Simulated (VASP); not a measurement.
# PtS2 in VASP: further runs, part 2 of 2

VASP 6.6.1.

### 3 Single point, r2SCAN

POSCAR

```
PtS2
1.0
    3.5432000000      0.0000000000      0.0000000000
   -1.7716000000      3.0685010000      0.0000000000
    0.0000000000      0.0000000000      5.0388000000
Pt S
1 2
Direct
   -0.0023935366     -0.0210056487     -0.0104346681
    0.3303114833      0.6454072422      0.2322029701
    0.6643899582      0.3114974872      0.7468267318
```

INCAR.step1

```
SYSTEM = PtS2
PREC     = Accurate       ! precision mode
ENCUT    = 520            ! plane-wave cutoff, eV
ISMEAR   = -1             ! smearing method
SIGMA    = 0.1            ! smearing width, eV
LREAL    = .FALSE.        ! projectors in reciprocal space
LASPH    = .TRUE.         ! aspherical terms in the spheres
NELM     = 60             ! most SCF steps
NBANDS   = 18             ! bands
GGA      = PE             ! functional
ALGO     = Normal         ! electronic algorithm
EDIFF    = 1E-4           ! SCF threshold, eV
LWAVE    = .TRUE.         ! write WAVECAR
LCHARG   = .FALSE.        ! write CHGCAR
```

INCAR.step2

```
SYSTEM = PtS2
PREC     = Accurate       ! precision mode
ENCUT    = 520            ! plane-wave cutoff, eV
EDIFF    = 1E-7           ! SCF threshold, eV
ISMEAR   = -1             ! smearing method
SIGMA    = 0.1            ! smearing width, eV
LREAL    = .FALSE.        ! projectors in reciprocal space
LASPH    = .TRUE.         ! aspherical terms in the spheres
NELM     = 60             ! most SCF steps
ALGO     = Normal         ! electronic algorithm
ISIF     = 2              ! what is computed and relaxed
LWAVE    = .FALSE.        ! write WAVECAR
LCHARG   = .TRUE.         ! write CHGCAR
METAGGA  = R2SCAN         ! meta-GGA
LMIXTAU  = .TRUE.       
LELF     = .TRUE.         ! ELF
LVHAR    = .TRUE.       
NBANDS   = 18             ! bands
ISTART   = 1
```

KPOINTS

```
regular mesh
0
G
  6 6 4
  0 0 0
```

Potentials or basis: VASP PAW PBE potentials, release 64 (Pt, S).

Run with:

```sh
> cat potpaw_PBE.64/Pt/POTCAR potpaw_PBE.64/S/POTCAR > POTCAR
> cp INCAR.step1 INCAR
> mpirun -np 1 vasp_std > vasp.out
> cp INCAR.step2 INCAR
> mpirun -np 1 vasp_std > vasp.out
```

OUTCAR:

```text
SYSTEM = PtS2
   PREC = Accurate
   ENCUT = 520
   EDIFF = 1E-7
   ISMEAR = -1
   LREAL = .FALSE.
   LASPH = .TRUE.
   NELM = 60
   ISIF = 2
   METAGGA = R2SCAN
   ISTART = 1

 ion  position               nearest neighbor table
   1  0.998  0.979  0.990-   3 2.38   2 2.38   2 2.38   3 2.38   2 2.38   3 2.39
   2  0.330  0.645  0.232-   1 2.38   1 2.38   1 2.38
   3  0.664  0.311  0.747-   1 2.38   1 2.38   1 2.39

  LATTYP: Found a hexagonal cell.
 ALAT       =     3.5432000000
 C/A-ratio  =     1.4221043125

  Lattice vectors:

 A1 = (   3.5432000000,   0.0000000000,   0.0000000000)
 A2 = (  -1.7716000000,   3.0685010000,   0.0000000000)
 A3 = (   0.0000000000,   0.0000000000,   5.0388000000)

Analysis of symmetry for initial positions (statically):
=====================================================================
 Subroutine PRICEL returns:
 Original cell was already a primitive cell.

 Routine SETGRP: Setting up the symmetry group for a
 hexagonal supercell.

 Subroutine GETGRP returns: Found  1 space group operations
 (whereof  1 operations were pure point group operations)
 out of a pool of 24 trial point group operations.

The static configuration has the point symmetry C_1 .

Analysis of symmetry for dynamics (positions and initial velocities):
=====================================================================
 Subroutine PRICEL returns:
 Original cell was already a primitive cell.

 Routine SETGRP: Setting up the symmetry group for a
 hexagonal supercell.

 Subroutine GETGRP returns: Found  1 space group operations
 (whereof  1 operations were pure point group operations)
 out of a pool of 24 trial point group operations.

The dynamic configuration has the point symmetry C_1 .

 Subroutine INISYM returns: Found  1 space group operations
 (whereof  1 operations are pure point group operations),
 and found     1 'primitive' translations

----------------------------------------------------------------------------------------

                                     Primitive cell

  volume of cell :      54.7834

  direct lattice vectors                    reciprocal lattice vectors
     3.543200000  0.000000000  0.000000000     0.282230752  0.162946012  0.000000000
    -1.771600000  3.068501000  0.000000000     0.000000000  0.325892023  0.000000000
     0.000000000  0.000000000  5.038800000     0.000000000  0.000000000  0.198459951

  length of vectors
     3.543200000  3.543199818  5.038800000     0.325892007  0.325892023  0.198459951

  position of ions in fractional coordinates (direct lattice)
     0.997606463  0.978994351  0.989565332
     0.330311483  0.645407242  0.232202970
     0.664389958  0.311497487  0.746826732

  ion indices of the primitive-cell ions
   primitive index   ion index
                 1           1
                 2           2
                 3           3

----------------------------------------------------------------------------------------

 KPOINTS: regular mesh

Automatic generation of k-mesh.
 Grid dimensions read from file:
 generate k-points for:    6    6    4

 Generating k-lattice:

  Cartesian coordinates                     Fractional coordinates (reciprocal lattice)
     0.047038459  0.027157669  0.000000000     0.166666667 -0.000000000  0.000000000
     0.000000000  0.054315337  0.000000000     0.000000000  0.166666667  0.000000000
     0.000000000  0.000000000  0.049614988     0.000000000  0.000000000  0.250000000

  Length of vectors
     0.054315334  0.054315337  0.049614988

  Shift w.r.t. Gamma in fractional coordinates (k-lattice)
     0.000000000  0.000000000  0.000000000

 Subroutine IBZKPT returns following result:
 ===========================================

 Found     76 irreducible k-points:

 Following reciprocal coordinates:
            Coordinates               Weight
  0.000000  0.000000  0.000000      1.000000
  0.166667  0.000000  0.000000      2.000000
  0.000000  0.166667  0.000000      2.000000
 -0.166667  0.166667  0.000000      2.000000
  0.333333 -0.000000  0.000000      2.000000
  0.000000  0.333333  0.000000      2.000000
[... 16 lines left out ...]
  0.000000  0.166667  0.250000      2.000000
 -0.166667  0.166667  0.250000      2.000000
 [... further k-points ...]
   k-points           NKPTS =     76   k-points in BZ     NKDIM =     76   number of bands    NBANDS=     18
   number of dos      NEDOS =    301   number of ions     NIONS =      3
   total plane-waves  NPLWV =  31360
   dimension x,y,z NGX =    28 NGY =   28 NGZ =   40
   dimension x,y,z NGXF=    56 NGYF=   56 NGZF=   80
   ions per type =               1   2
   NGX,Y,Z   is equivalent  to a cutoff of  13.14, 13.14, 13.20 a.u.
   NGXF,Y,Z  is equivalent  to a cutoff of  26.28, 26.28, 26.39 a.u.
 SYSTEM =  PtS2
   PREC   = accura    normal or accurate (medium, high low for compatibility)
   ISTART =      1    job   : 0-new  1-cont  2-samecut
   ICHARG =      0    charge: 1-file 2-atom 10-const
   ISPIN  =      1    spin polarized calculation?
   LNONCOLLINEAR =      F non collinear calculations
   LSORBIT =      F    spin-orbit coupling
   LASPH  =      T    aspherical Exc in radial PAW
   ENCUT  =  520.0 eV  38.22 Ry    6.18 a.u.   6.59  6.59  9.37*2*pi/ulx,y,z
   NELM   =     60;   NELMIN=  2; NELMDL=  0     # of ELM steps
   EDIFF  = 0.1E-06   stopping-criterion for ELM
   LREAL  =      F    real-space projection
   EDIFFG = 0.1E-05   stopping-criterion for IOM
   NSW    =      0    number of steps for IOM
   IBRION =     -1    ionic relax: 0-MD 1-quasi-New 2-CG
   NFREE  =      0    steps in history (QN), initial steepest desc. (CG)
   ISIF   =      2    stress and relaxation
   ISYM   =      2    0-nonsym 1-usesym 2-fastsym
   POTIM  = 0.5000    time-step for ionic-motion
   TEBEG  =    0.0;   TEEND  =   0.0 temperature during run
   PSTRESS=    0.0 pullay stress
   NELECT =      22.0000    total number of electrons
   NUPDOWN=      -1.0000    fix difference up-down
   EMIN   =  10.00;   EMAX   =-10.00  energy-range for DOS
   EFERMI =   0.00;   METHOD = LEGACY
   ISMEAR =    -1;   SIGMA  =   0.10  broadening in eV -4-tet -1-fermi 0-gaus
   EFERMI_NEDOS =   21; number of points for ismear=-14 and -15
   IALGO  =     38    algorithm
   IMIX   =      4    mixing-type and parameters
     AMIX     =   0.40;   BMIX     =  1.00
     AMIX_MAG =   1.60;   BMIX_MAG =  1.00
  volume/ion in A,a.u.               =      18.26       123.23
  Fermi-wavevector in a.u.,A,eV,Ry     =   1.207812  2.282434 19.848316  1.458810
  Thomas-Fermi vector in A             =   2.343439
   LORBIT       =      0    0 simple, 1 ext, 2 COOP (PROOUT), +10 PAW based schemes
   METAGGA = R2SCAN    functional components
   LHFCALC =     F    Hartree Fock is set to
   AEXX    =    0.0000 exact exchange contribution
   IVDW    =     0    specifies the selected vdW correction
   LEPSILON=     F    determine dielectric tensor
   LRPA    =     F    only Hartree local field effects (RPA)
 non-spin polarized calculation
  energy-cutoff  :      520.00
  volume of cell :       54.78
 maximum number of plane-waves:      1507
 NGX is ok and might be reduce to    28
   NGX = 13   NGY = 13   NGZ = 19

 number of electron      22.0000001 magnetization

 Free energy of the ion-electron system (eV)
  ---------------------------------------------------
  ext. energy  EPLUGINS =         0.00000000
  ---------------------------------------------------
  free energy    TOTEN  =       -68.83443379 eV

  energy without entropy =      -68.83271032  energy(sigma->0) =      -68.83357206

 E-fermi :   6.9852     XC(G=0): -11.3538

 val. band max:        6.6024408364   @ k =   0.0000   0.0000   0.0000
 cond. band min:       7.4705092896   @ k =   0.3333   0.3333   0.0000
 fundamental gap:      0.8680684532
 Fermi energy:         6.9851893518

 k-point     1 :       0.0000    0.0000    0.0000
  band No.  band energies     occupation
      1      -9.3756      2.00000
      2      -6.3416      2.00000
      3      -0.6703      2.00000
      4      -0.2735      2.00000
      5      -0.2681      2.00000
      6       2.5585      2.00000
[... 10 lines left out ...]
     17      15.0691      0.00000
     18      19.9464      0.00000
[... 463 lines left out ...]
 k-point    24 :      -0.1667    0.1667    0.2500
  band No.  band energies     occupation
      1      -8.8323      2.00000
      2      -6.8749      2.00000
      3      -0.3411      2.00000
      4      -0.0082      2.00000
      5       0.4960      2.00000
      6       2.0218      2.00000
[... 10 lines left out ...]
     17      15.4905      0.00000
     18      16.6063      0.00000

 [... further k-points ...]

------------------------ aborting loop because EDIFF is reached ----------------------------------------

  FORCE on cell =-STRESS in cart. coord.  units (eV):
  Direction    XX          YY          ZZ          XY          YZ          ZX
  --------------------------------------------------------------------------------------
  -------------------------------------------------------------------------------------
  Total        0.9867663      0.9650620      0.8160632     -0.0225767     -0.0214312      0.0443720
  in kB       28.8586395     28.2238820     23.8663127     -0.6602705     -0.6267698      1.2976887
  external PRESSURE =      26.9829448 kB  Pullay stress =       0.0000000 kB

 VOLUME and BASIS-vectors are now :
 -----------------------------------------------------------------------------
  energy-cutoff  :      520.00
  volume of cell :       54.78
      direct lattice vectors                 reciprocal lattice vectors
     3.543200000  0.000000000  0.000000000     0.282230752  0.162946012  0.000000000
    -1.771600000  3.068501000  0.000000000     0.000000000  0.325892023  0.000000000
     0.000000000  0.000000000  5.038800000     0.000000000  0.000000000  0.198459951

 POSITION                                       TOTAL-FORCE (eV/Angst)
 -----------------------------------------------------------------------------------
      1.80033      3.00405      4.98622         0.001032     -0.028928     -0.004874
      0.02696      1.98043      1.17002         0.020111      0.004537      0.024524
      1.80222      0.95583      3.76311        -0.021143      0.024391     -0.019650
 -----------------------------------------------------------------------------------
    total drift:                               -0.000030     -0.000061     -0.000150

  FREE ENERGIE OF THE ION-ELECTRON SYSTEM (eV)
  ---------------------------------------------------
  free  energy   TOTEN  =       -68.8344337895 eV

  energy  without entropy=      -68.8327103227  energy(sigma->0) =      -68.83357206
```

Wall time 3.4 min (1 thread of AMD EPYC 9R14 (Zen 4), shared host); peak memory 0.19 GiB.

Results:

```
Free energy            : -68.8344 eV
Pressure               : 2.7 GPa
Largest force          : 0.038 eV/Å
Band gap on the k mesh : 0.87 eV, indirect (least direct gap 1.56 eV)
```

Forces in eV/Å, atoms in the order of the input:
```
Pt   0.001 -0.029 -0.005
S    0.020  0.005  0.025
S   -0.021  0.024 -0.020
```

Caveat: the PAW data sets were made with another functional, which shifts forces and pressure a little; spin-orbit coupling is left out, which moves the levels of the heavy elements. A k mesh can miss the band edges.

### 4 Single point, r2SCAN

POSCAR

```
PtS2
1.0
    3.5432000000      0.0000000000      0.0000000000
   -1.7716000000      3.0685010000      0.0000000000
    0.0000000000      0.0000000000      5.0388000000
Pt S
1 2
Direct
   -0.0024655119     -0.0213036088     -0.0104386762
    0.3306894217      0.6452012969      0.2325896356
    0.6640839301      0.3120013274      0.7464440641
```

INCAR.step1

```
SYSTEM = PtS2
  PREC = Accurate
  ENCUT = 520
  ISMEAR = -1
  SIGMA = 0.1
  LREAL = .False.
  LASPH = .True.
  NELM = 100
  NBANDS = 18
  GGA = PE
  ALGO = Normal
  EDIFF = 1E-4
  LWAVE = .True.
  LCHARG = .False.
```

INCAR.step2

```
SYSTEM = PtS2
  PREC = Accurate
  ENCUT = 520
  EDIFF = 1E-7
  ISMEAR = -1
  SIGMA = 0.1
  LREAL = .False.
  LASPH = .True.
  NELM = 100
  ALGO = Normal
  ISIF = 2
  LWAVE = .False.
  LCHARG = .True.
  METAGGA = R2SCAN
  LMIXTAU = .True.
  LELF = .True.
  LVHAR = .True.
  NBANDS = 18
  ISTART = 1
```

KPOINTS

```
Automatic mesh
0
Gamma
  6 6 4
  0 0 0
```

Potentials or basis: VASP PAW PBE potentials, release 64 (Pt, S).

Run with:

```sh
> cat potpaw_PBE.64/Pt/POTCAR potpaw_PBE.64/S/POTCAR > POTCAR
> cp INCAR.step1 INCAR
> mpirun -np 1 vasp_std > vasp.out
> cp INCAR.step2 INCAR
> mpirun -np 1 vasp_std > vasp.out
```

OUTCAR:

```text
SYSTEM = PtS2
   PREC = Accurate
   ENCUT = 520
   EDIFF = 1E-7
   ISMEAR = -1
   LREAL = .False.
   LASPH = .True.
   NELM = 100
   ISIF = 2
   METAGGA = R2SCAN
   ISTART = 1

 ion  position               nearest neighbor table
   1  0.998  0.979  0.990-   2 2.38   3 2.38   2 2.38   3 2.38   3 2.38   2 2.38
   2  0.331  0.645  0.233-   1 2.38   1 2.38   1 2.38
   3  0.664  0.312  0.746-   1 2.38   1 2.38   1 2.38

  LATTYP: Found a hexagonal cell.
 ALAT       =     3.5432000000
 C/A-ratio  =     1.4221043125
[... 697 lines left out ...]

  FORCE on cell =-STRESS in cart. coord.  units (eV):
  Direction    XX          YY          ZZ          XY          YZ          ZX
  --------------------------------------------------------------------------------------
  -------------------------------------------------------------------------------------
  Total        0.9270540      0.9321085      0.7563718      0.0001260      0.0048948     -0.0002416
  in kB       27.1123132     27.2601339     22.1205968      0.0036864      0.1431507     -0.0070654
  external PRESSURE =      25.4976813 kB  Pullay stress =       0.0000000 kB

 VOLUME and BASIS-vectors are now :
 -----------------------------------------------------------------------------
  energy-cutoff  :      520.00
  volume of cell :       54.78
      direct lattice vectors                 reciprocal lattice vectors
     3.543200000  0.000000000  0.000000000     0.282230752  0.162946012  0.000000000
    -1.771600000  3.068501000  0.000000000     0.000000000  0.325892023  0.000000000
     0.000000000  0.000000000  5.038800000     0.000000000  0.000000000  0.198459951

 POSITION                                       TOTAL-FORCE (eV/Angst)
 -----------------------------------------------------------------------------------
      1.80061      3.00313      4.98620        -0.006160     -0.005049     -0.004338
      0.02866      1.97980      1.17197         0.002961      0.004841     -0.003619
      1.80024      0.95738      3.76118         0.003199      0.000209      0.007958
 -----------------------------------------------------------------------------------
    total drift:                               -0.000024     -0.000054     -0.000144

  FREE ENERGIE OF THE ION-ELECTRON SYSTEM (eV)
  ---------------------------------------------------
  free  energy   TOTEN  =       -68.8345297934 eV

  energy  without entropy=      -68.8327638001  energy(sigma->0) =      -68.83364680
```

Run time: 3.5 min. Hardware: 1 thread of AMD EPYC 9R14 (Zen 4), shared host; peak memory 0.19 GiB.

Results:

```yaml
Free_energy: -68.8345 eV
Pressure: 2.5 GPa
Largest_force: 0.009 eV/Å
Band_gap_on_the_k_mesh: 0.86 eV, indirect (least direct gap 1.56 eV)
```

Forces on the atoms (eV/Å):
```
Pt  -0.006 -0.005 -0.004
S    0.003  0.005 -0.004
S    0.003  0.000  0.008
```

Stress tensor (GPa, compression positive):
```
2.71 0.00 0.00
0.00 2.73 0.01
0.00 0.01 2.21
```

Caveat: the PAW data sets were made with another functional, which shifts forces and pressure a little; spin-orbit coupling is left out, which moves the levels of the heavy elements.
